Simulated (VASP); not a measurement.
CdSe, 2 atoms in the cell. Symmetry: F-43m, No. 216, cubic system. Conventional cell: a = 6.116 Å, b = 6.116 Å, c = 6.116 Å, α = 90.00°, β = 90.00°, γ = 90.00°. Within 3.5 Å of Cd (site symmetry -43m) lie 4 Se at 2.65 Å. Within 3.5 Å of Se (site symmetry -43m) lie 4 Cd at 2.65 Å. 

```yaml
Program: VASP 6.6.1
Task: single point
Functional: BLYP
Dispersion: D3(BJ)
Potentials_or_basis: VASP PAW PBE potentials, release 64 (Cd, Se)
Cutoff: 520 eV
k_mesh: 8 × 8 × 8
Occupations: fermi-dirac, width 0.05 eV
Spin: no spin polarisation
Dipole_correction: no
Further_INCAR_settings: ALGO = Normal; EDIFF = 1e-06; NBANDS = 16
```

Potentials or basis: VASP PAW PBE potentials, release 64 (Cd, Se).

The run is started by

```sh
$ cat potpaw_PBE.64/Cd/POTCAR potpaw_PBE.64/Se/POTCAR > POTCAR
$ mpirun -np 1 vasp_std > vasp.out
```

Hardware: 1 thread of Intel Xeon 6975P-C, with other jobs on the host.

Question: Estimate the wall time of this run.

Answer: Wall time 20 s on 1 thread of Intel Xeon 6975P-C, with other jobs on the host, peak memory 0.19 GiB. Counts: scf iterations 12, k points 29.
